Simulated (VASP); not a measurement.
**CoO: single point with PBE**

The system is CoO.

```xyz
2
Lattice="-1.5278 1.5278 2.1350 1.5278 -1.5278 2.1350 1.5278 1.5278 -2.1350" Properties=species:S:1:pos:R:3 pbc="T T T"
Co    0.0000    0.0000    0.0000
O     0.0000    0.0000    2.1350
```

```yaml
Program: VASP 6.6.1
Task: single point
Functional: PBE
Potentials_or_basis: VASP PAW PBE potentials, release 64 (Co, O)
Cutoff: 520 eV
k_mesh: 12 × 12 × 12
Occupations: fermi-dirac, width 0.05 eV
Spin: collinear spin, ferromagnetic start
Starting_moments: "[3.0, 0.0] μB"
Dipole_correction: no
Further_INCAR_settings: ALGO = Normal; EDIFF = 1e-06; NBANDS = 18
```

```yaml
Pressure: -6.7 GPa
Net_moment: 2.96 μB per cell
Site_moments: Co +2.59; O +0.31 μB
Valence_electrons_inside_the_program's_atomic_spheres: Co 7.74; O 4.96
```

Stress tensor (GPa, compression positive):
```
-6.62  0.00  0.00
 0.00 -6.62  0.00
 0.00  0.00 -6.71
```

Levels at points of the mesh, in eV from the Fermi level:
Spin up:
```tsv
k point	band 6	band 7	band 8	band 9	band 10	band 11	band 12	band 13
(0.00, 0.00, 0.00)	-3.00	-2.96	-2.96	-2.94	0.86	16.78	17.89	17.89
(0.50, 0.00, 0.00)	-2.34	-1.82	0.00	0.07	5.02	9.07	13.11	13.38
(0.50, 0.50, 0.00)	-2.94	-2.48	-2.12	-2.04	5.67	9.59	11.59	15.37
(0.50, 0.50, 0.50)	-2.91	-2.49	-2.13	-2.13	5.68	9.75	11.47	15.32
```
Spin down:
```
           k point  band 4  band 5  band 6  band 7  band 8  band 9
(0.00, 0.00, 0.00)   -2.38   -1.04   -1.04   -1.01    0.08    0.13
(0.50, 0.00, 0.00)   -4.37   -0.13   -0.09    0.18    2.62    2.65
(0.50, 0.50, 0.00)   -3.55   -2.08    0.09    0.14    0.53    0.97
(0.50, 0.50, 0.50)   -3.63   -2.09    0.13    0.13    0.60    0.93
```

It took 3.2 min on 1 thread of Intel Xeon 8259CL, with other jobs on the host, peak memory 0.22 GiB.

Caveat: the cell stands under tension; a cell with one magnetic atom can't hold antiferromagnetic order, which such compounds often take; semilocal functionals often make such compounds metallic where correlation or magnetic order opens a gap, which also shifts bond lengths. With open d or f shells a metallic result of PBE can be an artefact of self-interaction; +U or a hybrid may open a gap.
